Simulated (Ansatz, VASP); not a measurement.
# HfBr5: VASP beside Ansatz

The input INCAR:

```
ALGO = Normal ; EDIFF = 1E-6
ENCUT = 520 ; GGA = PE
ISIF = 2 ; ISMEAR = 0
LASPH = True ; LCHARG = False
LREAL = False ; LWAVE = False
NBANDS = 32 ; NELM = 80
PREC = Accurate ; SIGMA = 0.1
```

The input KPOINTS:

```
k-points
0
Gamma
  4 4 4
```

POSCAR

```
HfBr5
1.0
    0.0000000000      4.5225942300      4.5225942300
    4.5225942300      0.0000000000      4.5225942300
    4.5225942300      4.5225942300      0.0000000000
Hf Br
1 5
Direct
    0.0000000000      0.0000000000      0.0000000000
    0.1250000000      0.6250000000      0.6250000000
    0.6250000000      0.6250000000      0.6250000000
    0.6250000000      0.1250000000      0.6250000000
    0.6250000000      0.6250000000      0.1250000000
    0.2500000000      0.2500000000      0.2500000000
```

Input for Ansatz:

```yaml
crystal:
  lattice:
    - [0.0, 4.52259423, 4.52259423]
    - [4.52259423, 0.0, 4.52259423]
    - [4.52259423, 4.52259423, 0.0]
  atoms:
    - { symbol: Hf, position: [0.0, 0.0, 0.0] }
    - { symbol: Br, position: [0.125, 0.625, 0.625] }
    - { symbol: Br, position: [0.625, 0.625, 0.625] }
    - { symbol: Br, position: [0.625, 0.125, 0.625] }
    - { symbol: Br, position: [0.625, 0.625, 0.125] }
    - { symbol: Br, position: [0.25, 0.25, 0.25] }
basis:
  ecutwfc: 420
kpoints:
  mp_grid: { grid: [4, 4, 4] }
hamiltonian:
  xc: pbe
scf:
  occupations: { method: gaussian, width: 0.1 }
  lower_state_search: "off"
output:
  forces: true
  stress: true
  eigenvalues: true
```

Change from the starting cell: species swapped into the DyCu5 type (F-43m, No. 216).

Alike in both runs: task single point; functional PBE; k mesh 4 × 4 × 4; occupations gaussian, width 0.1 eV; no spin polarisation.

```csv
,VASP,Ansatz
version,VASP 6.6.1,Ansatz 0.2.0
potentials or method,"VASP PAW PBE potentials, release 64 (Hf_pv, Br), cutoff 520 eV","scalar-relativistic, plane waves, PAW"
valence electrons in the cell,45,61
```

```csv
,VASP,Ansatz,Ansatz less VASP
gap on the k mesh at the Fermi level (eV),none,none,-
pressure (GPa),-4.8,-4.8,+0.02
```

A gap of «none» marks a metal or a gap that the smearing closes. With one functional, cell and mesh, what is left measures potentials, basis and numerics. VASP's potentials hold 45 valence electrons a cell and Ansatz's 61, so a difference there can come from the potentials and not from the codes.

Neither program's run includes spin-orbit coupling.
